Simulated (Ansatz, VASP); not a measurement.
**One calculation of KF, two programs**

```
K F
1.0
     0.00000    2.71054    2.50725
     2.52080    0.00000    2.50725
     2.52080    2.71054    0.00000
K F
1 1
Direct
  0.00000 0.00000 0.00000
  0.50000 0.50000 0.50000
```

Change from the starting cell: normal strain along x -0.0700, normal strain along z -0.0750.

Alike in both runs: task single point; functional PBE; k mesh 8 × 8 × 8; occupations gaussian, width 0.05 eV; no spin polarisation.

```csv
,VASP,Ansatz
version,VASP 6.6.1,Ansatz 0.2.0
potentials or method,"VASP PAW PBE potentials, release 64 (K_sv, F), cutoff 520 eV","scalar-relativistic, plane waves, PAW"
valence electrons in the cell,16,16
```

VASP gave:

* gap on the k mesh at the Fermi level (eV): 6.65
* least direct gap on the mesh (eV): 6.65
* pressure (GPa): 7.1
* traceless stress, the component that is largest in VASP (GPa): -4.69

Task: Which values does Ansatz return?

Result: gap on the k mesh at the Fermi level (eV): 6.67; least direct gap on the mesh (eV): 6.67; pressure (GPa): 6.9; traceless stress, the component that is largest in VASP (GPa): -4.52.

With one functional, cell and mesh, what is left measures potentials, basis and numerics.
